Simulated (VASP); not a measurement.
# ScH3 (I4/mmm) in VASP: single point with LDA

Aim: the single point of ScH3 with LDA.

Everything below comes from runs of VASP 6.6.1. Logs are shortened: lines on timing, memory, paths and dates and some standing lists are left out, and cuts for length are marked.

**1. The cell of the first run**

It takes space group I4/mmm (No. 139, tetragonal). Conventional cell: a = 3.322 Å, b = 3.322 Å, c = 4.888 Å, α = 90.00°, β = 90.00°, γ = 90.00°. Within 2.7 Å of Sc (site symmetry 4/mmm) lie 14 H at 2.06 to 2.44 Å. H (site symmetry -4m2) has 4 Sc at 2.06 Å and 10 H at 2.06 to 2.44 Å within 2.7 Å. Within 2.7 Å of H (site symmetry 4/mmm) lie 8 H at 2.06 Å and 6 Sc at 2.35 to 2.44 Å.

**2. Single point, LDA**

The input, INCAR:

```
SYSTEM = ScH3
ALGO = Normal ; EDIFF = 1E-7
ENCUT = 520 ; GGA = CA
ISIF = 2 ; ISMEAR = 1
LASPH = .TRUE. ; LCHARG = .FALSE.
LREAL = .FALSE. ; LWAVE = .FALSE.
NBANDS = 15 ; NELM = 100
PREC = Accurate ; SIGMA = 0.01
```

The input, KPOINTS:

```
k-points
0
G
  6 6 6
  0 0 0
```

The input, POSCAR:

```
ScH3
1.0
   -1.6607760000      1.6607760000      2.4438240000
    1.6607760000     -1.6607760000      2.4438240000
    1.6607760000      1.6607760000     -2.4438240000
Sc H
1 3
Direct
    0.0000000000      0.0000000000      0.0000000000
    0.7500000000      0.2500000000      0.5000000000
    0.2500000000      0.7500000000      0.5000000000
    0.5000000000      0.5000000000      0.0000000000
```

Potentials or basis: VASP PAW LDA potentials, release 64 (Sc_sv, H).

Started as:

```
$ cat potpaw_LDA.64/Sc_sv/POTCAR potpaw_LDA.64/H/POTCAR > POTCAR
$ mpirun -np 1 vasp_std > vasp.out
```

OUTCAR:

```text
SYSTEM = ScH3
   EDIFF = 1E-7
   ENCUT = 520
   GGA = CA
   ISIF = 2
   ISMEAR = 1
   LASPH = .TRUE.
   LREAL = .FALSE.
   NELM = 100
   PREC = Accurate

 ion  position               nearest neighbor table
   1  0.000  0.000  0.000-   2 2.06   3 2.06   2 2.06   3 2.06   2 2.06   3 2.06   2 2.06   3 2.06

   2  0.750  0.250  0.500-   1 2.06   1 2.06   1 2.06   1 2.06
   3  0.250  0.750  0.500-   1 2.06   1 2.06   1 2.06   1 2.06
   4  0.500  0.500  0.000-

  LATTYP: Found a body centered tetragonal cell.
 ALAT       =     3.3215520000
 C/A-ratio  =     1.4714952528

  Lattice vectors:

 A1 = (  -1.6607760000,   1.6607760000,   2.4438240000)
 A2 = (   1.6607760000,  -1.6607760000,   2.4438240000)
 A3 = (   1.6607760000,   1.6607760000,  -2.4438240000)

Analysis of symmetry for initial positions (statically):
=====================================================================
 Subroutine PRICEL returns:
 Original cell was already a primitive cell.

 Routine SETGRP: Setting up the symmetry group for a
 body centered tetragonal supercell.

 Subroutine GETGRP returns: Found 16 space group operations
 (whereof 16 operations were pure point group operations)
 out of a pool of 16 trial point group operations.

The static configuration has the point symmetry D_4h.

Analysis of symmetry for dynamics (positions and initial velocities):
=====================================================================
 Subroutine PRICEL returns:
 Original cell was already a primitive cell.

 Routine SETGRP: Setting up the symmetry group for a
 body centered tetragonal supercell.

 Subroutine GETGRP returns: Found 16 space group operations
 (whereof 16 operations were pure point group operations)
 out of a pool of 16 trial point group operations.

The dynamic configuration has the point symmetry D_4h.

 Subroutine INISYM returns: Found 16 space group operations
 (whereof 16 operations are pure point group operations),
 and found     1 'primitive' translations

----------------------------------------------------------------------------------------

                                     Primitive cell

  volume of cell :      26.9620

  direct lattice vectors                    reciprocal lattice vectors
    -1.660776000  1.660776000  2.443824000     0.000000000  0.301064081  0.204597385
     1.660776000 -1.660776000  2.443824000     0.301064081  0.000000000  0.204597385
     1.660776000  1.660776000 -2.443824000     0.301064081  0.301064081  0.000000000

  length of vectors
     3.389488101  3.389488101  3.389488101     0.364005042  0.364005042  0.425768906

  position of ions in fractional coordinates (direct lattice)
     0.000000000  0.000000000  0.000000000
     0.750000000  0.250000000  0.500000000
     0.250000000  0.750000000  0.500000000
     0.500000000  0.500000000  0.000000000

  ion indices of the primitive-cell ions
   primitive index   ion index
                 1           1
                 2           2
                 3           3
                 4           4

----------------------------------------------------------------------------------------

 KPOINTS: k-points

Automatic generation of k-mesh.
 Grid dimensions read from file:
 generate k-points for:    6    6    6

 Generating k-lattice:

  Cartesian coordinates                     Fractional coordinates (reciprocal lattice)
     0.000000000  0.050177347  0.034099564     0.166666667 -0.000000000  0.000000000
     0.050177347  0.000000000  0.034099564    -0.000000000  0.166666667  0.000000000
     0.050177347  0.050177347  0.000000000     0.000000000  0.000000000  0.166666667

  Length of vectors
     0.060667507  0.060667507  0.070961484

  Shift w.r.t. Gamma in fractional coordinates (k-lattice)
     0.000000000  0.000000000  0.000000000

 Subroutine IBZKPT returns following result:
 ===========================================

 Found     30 irreducible k-points:

 Following reciprocal coordinates:
            Coordinates               Weight
  0.000000  0.000000  0.000000      1.000000
  0.166667  0.000000 -0.000000      8.000000
  0.333333  0.000000 -0.000000      8.000000
  0.500000  0.000000 -0.000000      4.000000
  0.166667  0.166667 -0.000000      8.000000
  0.333333  0.166667 -0.000000     16.000000
[... 16 lines left out ...]
 -0.333333 -0.333333  0.166667      8.000000
 -0.166667 -0.333333  0.166667      8.000000
 [... further k-points ...]
   k-points           NKPTS =     30   k-points in BZ     NKDIM =     30   number of bands    NBANDS=     15
   number of dos      NEDOS =    301   number of ions     NIONS =      4
   total plane-waves  NPLWV =  21952
   dimension x,y,z NGX =    28 NGY =   28 NGZ =   28
   dimension x,y,z NGXF=    56 NGYF=   56 NGZF=   56
   ions per type =               1   3
   NGX,Y,Z   is equivalent  to a cutoff of  13.73, 13.73, 13.73 a.u.
   NGXF,Y,Z  is equivalent  to a cutoff of  27.47, 27.47, 27.47 a.u.
 SYSTEM =  ScH3
   PREC   = accura    normal or accurate (medium, high low for compatibility)
   ISTART =      0    job   : 0-new  1-cont  2-samecut
   ICHARG =      2    charge: 1-file 2-atom 10-const
   ISPIN  =      1    spin polarized calculation?
   LNONCOLLINEAR =      F non collinear calculations
   LSORBIT =      F    spin-orbit coupling
   LASPH  =      T    aspherical Exc in radial PAW
   ENCUT  =  520.0 eV  38.22 Ry    6.18 a.u.   6.30  6.30  6.30*2*pi/ulx,y,z
   NELM   =    100;   NELMIN=  2; NELMDL= -5     # of ELM steps
   EDIFF  = 0.1E-06   stopping-criterion for ELM
   LREAL  =      F    real-space projection
   EDIFFG = 0.1E-05   stopping-criterion for IOM
   NSW    =      0    number of steps for IOM
   IBRION =     -1    ionic relax: 0-MD 1-quasi-New 2-CG
   NFREE  =      0    steps in history (QN), initial steepest desc. (CG)
   ISIF   =      2    stress and relaxation
   ISYM   =      2    0-nonsym 1-usesym 2-fastsym
   POTIM  = 0.5000    time-step for ionic-motion
   TEBEG  =    0.0;   TEEND  =   0.0 temperature during run
   PSTRESS=    0.0 pullay stress
   NELECT =      14.0000    total number of electrons
   NUPDOWN=      -1.0000    fix difference up-down
   EMIN   =  10.00;   EMAX   =-10.00  energy-range for DOS
   EFERMI =   0.00;   METHOD = LEGACY
   ISMEAR =     1;   SIGMA  =   0.01  broadening in eV -4-tet -1-fermi 0-gaus
   EFERMI_NEDOS =   21; number of points for ismear=-14 and -15
   IALGO  =     38    algorithm
   IMIX   =      4    mixing-type and parameters
     AMIX     =   0.40;   BMIX     =  1.00
     AMIX_MAG =   1.60;   BMIX_MAG =  1.00
  volume/ion in A,a.u.               =       6.74        45.49
  Fermi-wavevector in a.u.,A,eV,Ry     =   1.315831  2.486560 23.557285  1.731412
  Thomas-Fermi vector in A             =   2.445986
   LORBIT       =      0    0 simple, 1 ext, 2 COOP (PROOUT), +10 PAW based schemes
   GGA     = CA    functional components
   LHFCALC =     F    Hartree Fock is set to
   AEXX    =    0.0000 exact exchange contribution
   IVDW    =     0    specifies the selected vdW correction
   LEPSILON=     F    determine dielectric tensor
   LRPA    =     F    only Hartree local field effects (RPA)
 non-spin polarized calculation
 Methfessel and Paxton  Order N= 1 SIGMA  =   0.01
  energy-cutoff  :      520.00
  volume of cell :       26.96
 maximum number of plane-waves:       744
 NGX is ok and might be reduce to    28
   NGX = 13   NGY = 13   NGZ = 13

 number of electron      14.0000000 magnetization

 Free energy of the ion-electron system (eV)
  ---------------------------------------------------
  ext. energy  EPLUGINS =         0.00000000
  ---------------------------------------------------
  free energy    TOTEN  =       -19.37471932 eV

  energy without entropy =      -19.37465720  energy(sigma->0) =      -19.37469861

 E-fermi :   5.3345     XC(G=0): -11.3572

 val. band max:        5.3310997068   @ k =  -0.1667   0.1667   0.0000
 cond. band min:       5.3348557229   @ k =   0.0000   0.0000   0.0000
 fundamental gap:      0.0037560162
 Fermi energy:         5.3344546946

 k-point     1 :       0.0000    0.0000    0.0000
  band No.  band energies     occupation
      1     -44.3633      2.00000
      2     -23.2002      2.00000
      3     -23.1787      2.00000
      4     -23.1787      2.00000
      5      -5.9235      2.00000
      6       4.7870      2.00000
      7       5.1327      2.00000
      8       5.3349      0.93218
      9       5.3349      0.93218
     10       6.6419      0.00000
     11       7.1388      0.00000
     12       8.2237      0.00000
     13      16.4355      0.00000
     14      16.9641      0.00000
     15      16.9641      0.00000

 k-point     2 :       0.1667    0.0000   -0.0000
  band No.  band energies     occupation
      1     -44.3503      2.00000
      2     -23.2886      2.00000
      3     -23.2066      2.00000
      4     -23.1879      2.00000
      5      -5.3159      2.00000
      6       2.4003      2.00000
      7       5.3676     -0.00003
      8       5.5472      0.00000
      9       6.3594      0.00000
     10       6.9253      0.00000
     11       7.1625      0.00000
     12       8.2906      0.00000
     13      16.2111      0.00000
     14      17.2140      0.00000
     15      17.5124      0.00000
[... 365 lines left out ...]
      3     -23.3221      2.00000
      4     -23.2614      2.00000
      5      -2.6518      2.00000
      6       0.2305      2.00000
      7       1.4750      2.00000
      8       6.2396      0.00000
      9       6.9272      0.00000
     10       8.1578      0.00000
     11       9.2039      0.00000
     12      10.5195      0.00000
     13      11.3398      0.00000
     14      14.5922      0.00000
     15      16.8718      0.00000

 k-point    24 :      -0.1667   -0.3333    0.1667
  band No.  band energies     occupation
      1     -44.3264      2.00000
      2     -23.4311      2.00000
      3     -23.2497      2.00000
      4     -23.2298      2.00000
      5      -3.9467      2.00000
      6       0.8050      2.00000
      7       3.1356      2.00000
      8       5.9506      0.00000
      9       6.5971      0.00000
     10       7.5588      0.00000
     11       8.3147      0.00000
     12      10.2628      0.00000
     13      13.4468      0.00000
     14      14.8772      0.00000
     15      18.0375      0.00000

 [... further k-points ...]

------------------------ aborting loop because EDIFF is reached ----------------------------------------

  FORCE on cell =-STRESS in cart. coord.  units (eV):
  Direction    XX          YY          ZZ          XY          YZ          ZX
  --------------------------------------------------------------------------------------
  -------------------------------------------------------------------------------------
  Total       -1.0683893     -1.0683893     -1.1040777      0.0000000      0.0000000      0.0000000
  in kB      -63.4874784    -63.4874784    -65.6082073      0.0000000      0.0000000      0.0000000
  external PRESSURE =     -64.1943880 kB  Pullay stress =       0.0000000 kB

 VOLUME and BASIS-vectors are now :
 -----------------------------------------------------------------------------
  energy-cutoff  :      520.00
  volume of cell :       26.96
      direct lattice vectors                 reciprocal lattice vectors
    -1.660776000  1.660776000  2.443824000     0.000000000  0.301064081  0.204597385
     1.660776000 -1.660776000  2.443824000     0.301064081  0.000000000  0.204597385
     1.660776000  1.660776000 -2.443824000     0.301064081  0.301064081  0.000000000

 POSITION                                       TOTAL-FORCE (eV/Angst)
 -----------------------------------------------------------------------------------
      0.00000      0.00000      0.00000        -0.000000     -0.000000      0.000000
      0.00000      1.66078      1.22191         0.000000     -0.000000     -0.000000
      1.66078      0.00000      1.22191        -0.000000      0.000000     -0.000000
      0.00000      0.00000      2.44382        -0.000000     -0.000000      0.000000
 -----------------------------------------------------------------------------------
    total drift:                               -0.000000     -0.000000     -0.000000

  FREE ENERGIE OF THE ION-ELECTRON SYSTEM (eV)
  ---------------------------------------------------
  free  energy   TOTEN  =       -19.3747193227 eV

  energy  without entropy=      -19.3746571959  energy(sigma->0) =      -19.37469861
```

Wall time 15 s (1 thread of Intel Xeon Platinum 8559C (Emerald Rapids), shared host); peak memory 0.14 GiB.

Results:

```yaml
Free_energy: -19.3747 eV
Pressure: -6.4 GPa
Band_gap_on_the_k_mesh: zero (band 7 reaches 5.37 eV, above the bottom of band 8 at 5.17 eV)
```

Stress tensor (GPa, compression positive):
```
-6.35  0.00  0.00
 0.00 -6.35  0.00
 0.00  0.00 -6.56
```

Levels at points of the mesh, in eV from the Fermi level:
```
           k point  band 5  band 6  band 7  band 8  band 9  band 10
(0.00, 0.00, 0.00)  -11.26   -0.55   -0.20    0.00    0.00     1.31
(0.50, 0.00, 0.00)   -7.20   -6.96   -0.33   -0.17   -0.05     2.42
(0.50, 0.50, 0.00)   -6.38   -5.86   -5.34    2.54    2.56     2.81
(0.50, 0.50, 0.50)   -6.46   -5.78   -5.55    2.59    2.67     2.67
```

Caveat: the k points lie up to 0.45 Å⁻¹ apart.
